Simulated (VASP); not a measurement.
# HfN (Pm-3m) in VASP: notebook, part 2 of 2

VASP 6.6.1. The steps go on from the part before.

## 3. Relaxation of cell and atoms, PBE

This run uses another cell than the first one, of 15.21 Å³/atom, 1.346 times its volume.

Contents of INCAR:

```
PREC     = Accurate       # precision mode
ENCUT    = 600            # plane-wave cutoff, eV
EDIFF    = 1E-7           # SCF threshold, eV
ISMEAR   = 0              # smearing method
SIGMA    = 0.1            # smearing width, eV
LREAL    = False          # projectors in reciprocal space
LASPH    = True           # aspherical terms in the spheres
NELM     = 60             # most SCF steps
ALGO     = Normal         # electronic algorithm
ISIF     = 3              # what is computed and relaxed
LWAVE    = False          # write WAVECAR
LCHARG   = False          # write CHGCAR
GGA      = PE             # functional
IBRION   = 2              # ionic algorithm
NSW      = 90             # ionic steps
EDIFFG   = -0.04          # ionic threshold
```

Contents of KPOINTS:

```
regular mesh
0
Gamma
  6 6 6
```

Contents of POSCAR:

```
HfN
1.0
    3.1216498000      0.0000000000      0.0000000000
    0.0000000000      3.1216498000      0.0000000000
    0.0000000000      0.0000000000      3.1216498000
Hf N
1 1
Direct
    0.0000000000      0.0000000000      0.0000000000
    0.5000000000      0.5000000000      0.5000000000
```

Potentials or basis: VASP PAW PBE potentials, release 64 (Hf_pv, N).

On the command line:

```sh
> cat potpaw_PBE.64/Hf_pv/POTCAR potpaw_PBE.64/N/POTCAR > POTCAR
> mpirun -np 1 vasp_std > vasp.out
```

OUTCAR:

```text
PREC = Accurate
   ENCUT = 600
   EDIFF = 1E-7
   ISMEAR = 0
   LREAL = False
   LASPH = True
   NELM = 60
   ISIF = 3
   GGA = PE
   IBRION = 2
   NSW = 90
   EDIFFG = -0.04

 ion  position               nearest neighbor table
   1  0.000  0.000  0.000-   2 2.70   2 2.70   2 2.70   2 2.70   2 2.70   2 2.70   2 2.70   2 2.70

   2  0.500  0.500  0.500-   1 2.70   1 2.70   1 2.70   1 2.70   1 2.70   1 2.70   1 2.70   1 2.70

  LATTYP: Found a simple cubic cell.
 ALAT       =     3.1216498000

  Lattice vectors:

 A1 = (   3.1216498000,   0.0000000000,   0.0000000000)
 A2 = (   0.0000000000,   3.1216498000,   0.0000000000)
 A3 = (   0.0000000000,   0.0000000000,   3.1216498000)

Analysis of symmetry for initial positions (statically):
=====================================================================
 Subroutine PRICEL returns:
 Original cell was already a primitive cell.

 Routine SETGRP: Setting up the symmetry group for a
 simple cubic supercell.

 Subroutine GETGRP returns: Found 48 space group operations
[... 9 lines left out ...]

 Routine SETGRP: Setting up the symmetry group for a
 simple cubic supercell.

 Subroutine GETGRP returns: Found 48 space group operations
[... 11 lines left out ...]
                                     Primitive cell

  volume of cell :      30.4195

  direct lattice vectors                    reciprocal lattice vectors
     3.121649800  0.000000000  0.000000000     0.320343429  0.000000000  0.000000000
     0.000000000  3.121649800  0.000000000     0.000000000  0.320343429  0.000000000
     0.000000000  0.000000000  3.121649800     0.000000000  0.000000000  0.320343429

  length of vectors
     3.121649800  3.121649800  3.121649800     0.320343429  0.320343429  0.320343429

  position of ions in fractional coordinates (direct lattice)
     0.000000000  0.000000000  0.000000000
     0.500000000  0.500000000  0.500000000

  ion indices of the primitive-cell ions
   primitive index   ion index
                 1           1
                 2           2

----------------------------------------------------------------------------------------

 KPOINTS: regular mesh

Automatic generation of k-mesh.
 Grid dimensions read from file:
 generate k-points for:    6    6    6

 Generating k-lattice:

  Cartesian coordinates                     Fractional coordinates (reciprocal lattice)
     0.053390571  0.000000000  0.000000000     0.166666667  0.000000000  0.000000000
     0.000000000  0.053390571  0.000000000     0.000000000  0.166666667  0.000000000
     0.000000000  0.000000000  0.053390571     0.000000000  0.000000000  0.166666667

  Length of vectors
     0.053390571  0.053390571  0.053390571

  Shift w.r.t. Gamma in fractional coordinates (k-lattice)
     0.000000000  0.000000000  0.000000000

 Subroutine IBZKPT returns following result:
 ===========================================

 Found     20 irreducible k-points:

 Following reciprocal coordinates:
            Coordinates               Weight
  0.000000  0.000000  0.000000      1.000000
  0.166667  0.000000  0.000000      6.000000
  0.333333  0.000000  0.000000      6.000000
  0.500000  0.000000  0.000000      3.000000
  0.166667  0.166667  0.000000     12.000000
  0.333333  0.166667  0.000000     24.000000
[... 12 lines left out ...]
  0.500000  0.500000  0.333333      6.000000
  0.500000  0.500000  0.500000      1.000000
   k-points           NKPTS =     20   k-points in BZ     NKDIM =     20   number of bands    NBANDS=     11
   number of dos      NEDOS =    301   number of ions     NIONS =      2
   total plane-waves  NPLWV =  21952
   dimension x,y,z NGX =    28 NGY =   28 NGZ =   28
   dimension x,y,z NGXF=    56 NGYF=   56 NGZF=   56
   ions per type =               1   1
   NGX,Y,Z   is equivalent  to a cutoff of  14.91, 14.91, 14.91 a.u.
   NGXF,Y,Z  is equivalent  to a cutoff of  29.82, 29.82, 29.82 a.u.
 SYSTEM =  unknown system
   PREC   = accura    normal or accurate (medium, high low for compatibility)
   ISTART =      0    job   : 0-new  1-cont  2-samecut
   ICHARG =      2    charge: 1-file 2-atom 10-const
   ISPIN  =      1    spin polarized calculation?
   LNONCOLLINEAR =      F non collinear calculations
   LSORBIT =      F    spin-orbit coupling
   LASPH  =      T    aspherical Exc in radial PAW
   ENCUT  =  600.0 eV  44.10 Ry    6.64 a.u.   6.23  6.23  6.23*2*pi/ulx,y,z
   NELM   =     60;   NELMIN=  2; NELMDL= -5     # of ELM steps
   EDIFF  = 0.1E-06   stopping-criterion for ELM
   LREAL  =      F    real-space projection
   EDIFFG = -.4E-01   stopping-criterion for IOM
   NSW    =     90    number of steps for IOM
   IBRION =      2    ionic relax: 0-MD 1-quasi-New 2-CG
   NFREE  =      1    steps in history (QN), initial steepest desc. (CG)
   ISIF   =      3    stress and relaxation
   ISYM   =      2    0-nonsym 1-usesym 2-fastsym
   POTIM  = 0.5000    time-step for ionic-motion
   TEBEG  =    0.0;   TEEND  =   0.0 temperature during run
   PSTRESS=    0.0 pullay stress
   NELECT =      15.0000    total number of electrons
   NUPDOWN=      -1.0000    fix difference up-down
   EMIN   =  10.00;   EMAX   =-10.00  energy-range for DOS
   EFERMI =   0.00;   METHOD = LEGACY
   ISMEAR =     0;   SIGMA  =   0.10  broadening in eV -4-tet -1-fermi 0-gaus
   EFERMI_NEDOS =   21; number of points for ismear=-14 and -15
   IALGO  =     38    algorithm
   IMIX   =      4    mixing-type and parameters
     AMIX     =   0.40;   BMIX     =  1.00
     AMIX_MAG =   1.60;   BMIX_MAG =  1.00
  volume/ion in A,a.u.               =      15.21       102.64
  Fermi-wavevector in a.u.,A,eV,Ry     =   1.293365  2.444105 22.759727  1.672793
  Thomas-Fermi vector in A             =   2.425015
   LORBIT       =      0    0 simple, 1 ext, 2 COOP (PROOUT), +10 PAW based schemes
   GGA     = PE    functional components
   LHFCALC =     F    Hartree Fock is set to
   AEXX    =    0.0000 exact exchange contribution
   IVDW    =     0    specifies the selected vdW correction
   LEPSILON=     F    determine dielectric tensor
   LRPA    =     F    only Hartree local field effects (RPA)
 conjugate gradient relaxation of ions
 non-spin polarized calculation
 Gauss-broadening in eV      SIGMA  =   0.10
  energy-cutoff  :      600.00
  volume of cell :       30.42
 maximum number of plane-waves:      1064
 NGX is ok and might be reduce to    28
   NGX = 13   NGY = 13   NGZ = 13

--------------------------------------- Ionic step        1  -------------------------------------------

 number of electron      14.9999999 magnetization

 Free energy of the ion-electron system (eV)
  ---------------------------------------------------
  ext. energy  EPLUGINS =         0.00000000
  ---------------------------------------------------
  free energy    TOTEN  =       -18.50810392 eV

  energy without entropy =      -18.50386764  energy(sigma->0) =      -18.50598578

------------------------ aborting loop because EDIFF is reached ----------------------------------------

  FORCE on cell =-STRESS in cart. coord.  units (eV):
  Direction    XX          YY          ZZ          XY          YZ          ZX
  --------------------------------------------------------------------------------------
  -------------------------------------------------------------------------------------
  Total       -7.1367704     -7.1367704     -7.1367704     -0.0000000     -0.0000000      0.0000000
  in kB     -375.8891319   -375.8891319   -375.8891319     -0.0000000     -0.0000000      0.0000000
  external PRESSURE =    -375.8891319 kB  Pullay stress =       0.0000000 kB
[... 21 lines left out ...]
  energy  without entropy=      -18.5038676423  energy(sigma->0) =      -18.50598578

--------------------------------------- Ionic step        2  -------------------------------------------

 number of electron      15.0000001 magnetization

 E-fermi :  10.3296     XC(G=0): -14.4195

 val. band max:       10.1628860521   @ k =   0.1667   0.0000   0.0000
 cond. band min:      10.3499698251   @ k =   0.3333   0.1667   0.1667
 fundamental gap:      0.1870837731
 Fermi energy:        10.3296186002

 k-point     1 :       0.0000    0.0000    0.0000
  band No.  band energies     occupation
      1     -19.1730      2.00000
      2     -19.1730      2.00000
      3     -19.1730      2.00000
      4      -7.8092      2.00000
      5       6.5475      2.00000
      6       6.5475      2.00000
      7       9.0605      2.00000
      8       9.0605      2.00000
      9       9.0605      2.00000
     10      17.7388      0.00000
     11      18.4640      0.00000
[... 369 lines left out ...]
  energy  without entropy=      -19.7470146756  energy(sigma->0) =      -19.75092213

--------------------------------------- Ionic step        5  -------------------------------------------

 number of electron      15.0000002 magnetization

 Free energy of the ion-electron system (eV)
  ---------------------------------------------------
  ext. energy  EPLUGINS =         0.00000000
  ---------------------------------------------------
  free energy    TOTEN  =       -19.75505880 eV

  energy without entropy =      -19.74704468  energy(sigma->0) =      -19.75105174

 E-fermi :   7.6832     XC(G=0): -12.9894

 val. band max:        7.6640175379   @ k =   0.5000   0.5000   0.1667
 cond. band min:       7.7366735213   @ k =   0.5000   0.1667   0.1667
 fundamental gap:      0.0726559834
 Fermi energy:         7.6832372224

 k-point     1 :       0.0000    0.0000    0.0000
  band No.  band energies     occupation
      1     -22.6334      2.00000
      2     -22.6334      2.00000
      3     -22.6334      2.00000
      4      -8.6731      2.00000
      5       5.0725      2.00000
      6       5.0725      2.00000
      7       6.4369      2.00000
      8       6.4369      2.00000
      9       6.4369      2.00000
     10      10.9838      0.00000
     11      13.9458      0.00000
[... 293 lines left out ...]
  FREE ENERGIE OF THE ION-ELECTRON SYSTEM (eV)
  ---------------------------------------------------
  free  energy   TOTEN  =       -19.7550588041 eV

  energy  without entropy=      -19.7470446803  energy(sigma->0) =      -19.75105174

 reached required accuracy - stopping structural energy minimisation
```

Wall time 20 s (1 thread of AMD EPYC 9R45 (Zen 5), shared host); peak memory 0.15 GiB.

What came out:

- Free energy: -19.7551 eV
- Relaxed volume: 11.15 Å³/atom
- Relaxed cell: a = 2.815 Å, b = 2.815 Å, c = 2.815 Å, α = 90.00°, β = 90.00°, γ = 90.00°
- Space group after relaxing (to 0.05 Å): Pm-3m (No. 221)
- Energy gained by relaxing: 623.5 meV/atom
- Ionic steps: 5
- Pressure after relaxing: 0.5 GPa

Step by step:
| step | energy change (eV) | largest force (eV/Å) | pressure (GPa) | volume (Å³) |
| --- | --- | --- | --- | --- |
| 1 | 0.0000 | 0.0000 | -37.59 | 30.42 |
| 2 | 0.1006 | 0.0000 | 106.92 | 17.26 |
| 3 | -1.2436 | 0.0000 | -3.33 | 22.68 |
| 4 | -1.2467 | 0.0000 | -1.00 | 22.44 |
| 5 | -1.2470 | 0.0000 | 0.51 | 22.30 |

Final structure:
```xyz
2
Lattice="2.8147 0.0000 0.0000 0.0000 2.8147 0.0000 0.0000 0.0000 2.8147" Properties=species:S:1:pos:R:3 pbc="T T T"
Hf    0.0000    0.0000    0.0000
N     1.4074    1.4074    1.4074
```

Caveat: the volume moved by over 15 % at a fixed basis, so the end points are rough; spin-orbit coupling is left out, which moves the levels of the heavy elements.
